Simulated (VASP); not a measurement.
# P (Cmce) in VASP: further runs, part 2 of 3

VASP 6.6.1.

### Step 4. Single point, revPBE+D3(BJ)

This run uses another cell than the first one, of 15.75 Å³/atom, 0.770 times its volume.

File INCAR:

```
ALGO = Normal
EDIFF = 1E-6
ENCUT = 520
GGA = RE
ISIF = 2
ISMEAR = -1
IVDW = 12
LASPH = True
LCHARG = False
LREAL = False
LWAVE = False
NBANDS = 18
NELM = 80
PREC = Accurate
SIGMA = 0.05
```

File KPOINTS:

```
k-points
0
Gamma
  8 8 6
```

File POSCAR:

```
P
1.0
    1.6733492813     -4.9510723334      0.0000000000
    1.6733492813      4.9510723334      0.0000000000
    0.0000000000      0.0000000000      3.8032393705
P
4
Direct
    0.8887974873      0.1112025127      0.5556184965
    0.1112025127      0.8887974873      0.4443815035
    0.6112025127      0.3887974873      0.0556184965
    0.3887974873      0.6112025127      0.9443815035
```

Potentials or basis: VASP PAW PBE potentials, release 64 (P).

The run is started by

```bash
$ cat potpaw_PBE.64/P/POTCAR > POTCAR
$ mpirun -np 1 vasp_std > vasp.out
```

OUTCAR:

```text
EDIFF = 1E-6
   ENCUT = 520
   GGA = RE
   ISIF = 2
   ISMEAR = -1
   IVDW = 12
   LASPH = True
   LREAL = False
   NELM = 80
   PREC = Accurate
 IVDW          = 12

 ion  position               nearest neighbor table
   1  0.889  0.111  0.556-   4 2.23   4 2.23   2 2.24   4 2.86   4 2.86
   2  0.111  0.889  0.444-   3 2.23   3 2.23   1 2.24   3 2.86   3 2.86
   3  0.611  0.389  0.056-   2 2.23   2 2.23   4 2.24   2 2.86   2 2.86
   4  0.389  0.611  0.944-   1 2.23   1 2.23   3 2.24   1 2.86   1 2.86

  LATTYP: Found a base centered orthorhombic cell.
 ALAT       =     3.3466985626
 B/A-ratio  =     2.9587799683
 C/A-ratio  =     1.1364152759

  Lattice vectors:

 A1 = (   1.6733492813,  -4.9510723334,   0.0000000000)
 A2 = (   1.6733492813,   4.9510723334,   0.0000000000)
 A3 = (   0.0000000000,   0.0000000000,   3.8032393705)

Analysis of symmetry for initial positions (statically):
=====================================================================
 Subroutine PRICEL returns:
 Original cell was already a primitive cell.

 Routine SETGRP: Setting up the symmetry group for a
 base centered orthorhombic supercell.

 Subroutine GETGRP returns: Found  8 space group operations
 (whereof  4 operations were pure point group operations)
 out of a pool of  8 trial point group operations.

The static configuration has the point symmetry C_2h.
 The point group associated with its full space group is D_2h.

Analysis of symmetry for dynamics (positions and initial velocities):
=====================================================================
 Subroutine PRICEL returns:
 Original cell was already a primitive cell.

 Routine SETGRP: Setting up the symmetry group for a
 base centered orthorhombic supercell.

 Subroutine GETGRP returns: Found  8 space group operations
 (whereof  4 operations were pure point group operations)
 out of a pool of  8 trial point group operations.

The dynamic configuration has the point symmetry C_2h.
 The point group associated with its full space group is D_2h.

 Subroutine INISYM returns: Found  8 space group operations
 (whereof  4 operations are pure point group operations),
 and found     1 'primitive' translations

----------------------------------------------------------------------------------------

                                     Primitive cell

  volume of cell :      63.0187

  direct lattice vectors                    reciprocal lattice vectors
     1.673349281 -4.951072333  0.000000000     0.298801933 -0.100988224  0.000000000
     1.673349281  4.951072333  0.000000000     0.298801933  0.100988224  0.000000000
     0.000000000  0.000000000  3.803239371     0.000000000  0.000000000  0.262933753

  length of vectors
     5.226204652  5.226204652  3.803239371     0.315406431  0.315406431  0.262933753

  position of ions in fractional coordinates (direct lattice)
     0.888797487  0.111202513  0.555618497
     0.111202513  0.888797487  0.444381503
     0.611202513  0.388797487  0.055618497
     0.388797487  0.611202513  0.944381503

  ion indices of the primitive-cell ions
   primitive index   ion index
                 1           1
                 2           2
                 3           3
                 4           4

----------------------------------------------------------------------------------------

 KPOINTS: k-points

Automatic generation of k-mesh.
[... 25 lines left out ...]
  0.250000  0.000000  0.000000      4.000000
  0.375000  0.000000  0.000000      4.000000
  0.500000  0.000000  0.000000      2.000000
  0.125000  0.125000  0.000000      2.000000
[... 16 lines left out ...]
  0.125000  0.000000  0.166667      8.000000
  0.250000  0.000000  0.166667      8.000000
 [... further k-points ...]
   k-points           NKPTS =     84   k-points in BZ     NKDIM =     84   number of bands    NBANDS=     18
   number of dos      NEDOS =    301   number of ions     NIONS =      4
   total plane-waves  NPLWV =  44800
   dimension x,y,z NGX =    40 NGY =   40 NGZ =   28
   dimension x,y,z NGXF=    80 NGYF=   80 NGZF=   56
   ions per type =               4
   NGX,Y,Z   is equivalent  to a cutoff of  12.72, 12.72, 12.24 a.u.
   NGXF,Y,Z  is equivalent  to a cutoff of  25.45, 25.45, 24.48 a.u.
 SYSTEM =  unknown system
   PREC   = accura    normal or accurate (medium, high low for compatibility)
   ISTART =      0    job   : 0-new  1-cont  2-samecut
   ICHARG =      2    charge: 1-file 2-atom 10-const
   ISPIN  =      1    spin polarized calculation?
   LNONCOLLINEAR =      F non collinear calculations
   LSORBIT =      F    spin-orbit coupling
   LASPH  =      T    aspherical Exc in radial PAW
   ENCUT  =  520.0 eV  38.22 Ry    6.18 a.u.   9.72  9.72  7.07*2*pi/ulx,y,z
   NELM   =     80;   NELMIN=  2; NELMDL= -5     # of ELM steps
   EDIFF  = 0.1E-05   stopping-criterion for ELM
   LREAL  =      F    real-space projection
   EDIFFG = 0.1E-04   stopping-criterion for IOM
   NSW    =      0    number of steps for IOM
   IBRION =     -1    ionic relax: 0-MD 1-quasi-New 2-CG
   NFREE  =      0    steps in history (QN), initial steepest desc. (CG)
   ISIF   =      2    stress and relaxation
   ISYM   =      2    0-nonsym 1-usesym 2-fastsym
   POTIM  = 0.5000    time-step for ionic-motion
   TEBEG  =    0.0;   TEEND  =   0.0 temperature during run
   PSTRESS=    0.0 pullay stress
   NELECT =      20.0000    total number of electrons
   NUPDOWN=      -1.0000    fix difference up-down
   EMIN   =  10.00;   EMAX   =-10.00  energy-range for DOS
   EFERMI =   0.00;   METHOD = LEGACY
   ISMEAR =    -1;   SIGMA  =   0.05  broadening in eV -4-tet -1-fermi 0-gaus
   EFERMI_NEDOS =   21; number of points for ismear=-14 and -15
   IALGO  =     38    algorithm
   IMIX   =      4    mixing-type and parameters
     AMIX     =   0.40;   BMIX     =  1.00
     AMIX_MAG =   1.60;   BMIX_MAG =  1.00
  volume/ion in A,a.u.               =      15.75       106.32
  Fermi-wavevector in a.u.,A,eV,Ry     =   1.116679  2.110217 16.966082  1.246972
  Thomas-Fermi vector in A             =   2.253295
   LORBIT       =      0    0 simple, 1 ext, 2 COOP (PROOUT), +10 PAW based schemes
   GGA     = RE    functional components
   LHFCALC =     F    Hartree Fock is set to
   AEXX    =    0.0000 exact exchange contribution
   IVDW    =    12    specifies the selected vdW correction
   LEPSILON=     F    determine dielectric tensor
   LRPA    =     F    only Hartree local field effects (RPA)
 non-spin polarized calculation
  energy-cutoff  :      520.00
  volume of cell :       63.02
 maximum number of plane-waves:      1714
   NGX = 19   NGY = 19   NGZ = 15

 number of electron      19.9999998 magnetization

 Free energy of the ion-electron system (eV)
  ---------------------------------------------------
  ext. energy  EPLUGINS =         0.00000000
  ---------------------------------------------------
  free energy    TOTEN  =       -19.81850511 eV

  energy without entropy =      -19.81332251  energy(sigma->0) =      -19.81591381

 E-fermi :   8.8407     XC(G=0): -10.8272

 val. band max:        8.8217812334   @ k =   0.3750   0.3750   0.1667
 cond. band min:       8.8850851233   @ k =   0.5000   0.5000   0.0000
 fundamental gap:      0.0633038899
 Fermi energy:         8.8406954989

 k-point     1 :       0.0000    0.0000    0.0000
  band No.  band energies     occupation
      1      -7.6973      2.00000
      2      -3.7628      2.00000
      3       0.4240      2.00000
      4       0.8208      2.00000
      5       3.3043      2.00000
      6       4.3480      2.00000
[... 481 lines left out ...]
      5       2.0387      2.00000
      6       2.5430      2.00000
[... 10 lines left out ...]
     17      14.4315      0.00000
     18      15.7019      0.00000

 [... further k-points ...]

------------------------ aborting loop because EDIFF is reached ----------------------------------------

 Edisp (eV)   -3.58034

 E8    (eV) :    -2.3624

  FORCE on cell =-STRESS in cart. coord.  units (eV):
  Direction    XX          YY          ZZ          XY          YZ          ZX
  --------------------------------------------------------------------------------------
  -------------------------------------------------------------------------------------
  Total      -0.22851    -0.24126    -0.20901     0.00000    -0.00000     0.00000
  in kB      -5.80951    -6.13377    -5.31389     0.00000    -0.00000     0.00000
  external pressure =       -5.75 kB  Pullay stress =        0.00 kB

 VOLUME and BASIS-vectors are now :
 -----------------------------------------------------------------------------
  energy-cutoff  :      520.00
  volume of cell :       63.02
      direct lattice vectors                 reciprocal lattice vectors
     1.673349281 -4.951072333  0.000000000     0.298801933 -0.100988224  0.000000000
     1.673349281  4.951072333  0.000000000     0.298801933  0.100988224  0.000000000
     0.000000000  0.000000000  3.803239371     0.000000000  0.000000000  0.262933753

 POSITION                                       TOTAL-FORCE (eV/Angst)
 -----------------------------------------------------------------------------------
      1.67335     -3.84993      2.11315         0.000000     -0.058901      0.060989
      1.67335      3.84993      1.69009         0.000000      0.058901     -0.060989
      1.67335     -1.10114      0.21153         0.000000      0.058901      0.060989
      1.67335      1.10114      3.59171         0.000000     -0.058901     -0.060989
 -----------------------------------------------------------------------------------
    total drift:                                0.000000      0.000000     -0.000000

  FREE ENERGIE OF THE ION-ELECTRON SYSTEM (eV)
  ---------------------------------------------------
  free  energy   TOTEN  =       -23.3988450745 eV

  energy  without entropy=      -23.3936624773  energy(sigma->0) =      -23.39625378
```

OSZICAR:

```text
N       E                     dE             d eps       ncg     rms          rms(c)
DAV:   1     0.590981527158E+02    0.59098E+02   -0.87113E+03  3024   0.969E+02
DAV:   2    -0.165215931973E+02   -0.75620E+02   -0.72750E+02  4060   0.160E+02
DAV:   3    -0.198803853760E+02   -0.33588E+01   -0.33289E+01  4038   0.324E+01
DAV:   4    -0.199094609017E+02   -0.29076E-01   -0.29052E-01  3920   0.363E+00
DAV:   5    -0.199097964085E+02   -0.33551E-03   -0.33546E-03  3912   0.376E-01    0.116E+01
DAV:   6    -0.198428571170E+02    0.66939E-01   -0.44441E-02  3670   0.127E+00    0.685E+00
DAV:   7    -0.198186868893E+02    0.24170E-01   -0.74562E-02  3830   0.160E+00    0.304E-01
DAV:   8    -0.198184216442E+02    0.26525E-03   -0.11021E-02  3338   0.625E-01    0.218E-01
DAV:   9    -0.198184680334E+02   -0.46389E-04   -0.61262E-04  3876   0.142E-01    0.125E-01
DAV:  10    -0.198184885034E+02   -0.20470E-04   -0.82691E-05  3738   0.523E-02    0.574E-02
DAV:  11    -0.198185045458E+02   -0.16042E-04   -0.25756E-05  3488   0.333E-02    0.102E-02
DAV:  12    -0.198185051052E+02   -0.55939E-06   -0.98394E-07  2342   0.617E-03
   1 F= -.23398845E+02 E0= -.23396254E+02  d E =-.518260E-02
```

Run time: 51 s. Hardware: 1 thread of Intel Xeon Platinum 8488C (Sapphire Rapids), shared host; peak memory 0.23 GiB.

Results:

```yaml
Free_energy: -23.3988 eV
Pressure: -0.6 GPa
Largest_force: 0.085 eV/Å
Band_gap_on_the_k_mesh: zero (band 10 reaches 9.13 eV, above the bottom of band 11 at 8.44 eV)
Dispersion_energy_per_atom: -0.895 eV
```

Forces in eV/Å, atoms in the order of the input:
```
P    0.000 -0.059  0.061
P    0.000  0.059 -0.061
P    0.000  0.059  0.061
P    0.000 -0.059 -0.061
```

Levels at points of the mesh, in eV from the Fermi level:
| k point | band 7 | band 8 | band 9 | band 10 | band 11 | band 12 | band 13 | band 14 |
| --- | --- | --- | --- | --- | --- | --- | --- | --- |
| (0.00, 0.00, 0.00) | -3.56 | -3.15 | -2.82 | -1.20 | 1.32 | 1.80 | 1.84 | 4.25 |
| (0.50, 0.00, 0.00) | -2.90 | -2.90 | -2.52 | -2.52 | 0.37 | 0.37 | 1.40 | 1.40 |
| (0.50, 0.50, 0.00) | -4.58 | -2.47 | -2.28 | -1.11 | 0.04 | 0.98 | 2.68 | 3.82 |
| (0.00, 0.00, 0.50) | -3.10 | -3.10 | -0.44 | -0.44 | 1.25 | 1.25 | 1.36 | 1.36 |
| (0.50, 0.00, 0.50) | -6.21 | -6.21 | -2.46 | -2.46 | 1.36 | 1.36 | 6.24 | 6.24 |
| (0.50, 0.50, 0.50) | -2.38 | -2.38 | -0.90 | -0.90 | 0.98 | 0.98 | 2.06 | 2.06 |

Caveat: the PAW data sets were made with another functional, which shifts forces and pressure a little; pairwise dispersion overbinds metals, which lowers pressure and volume.

[end of part 2 of 3]
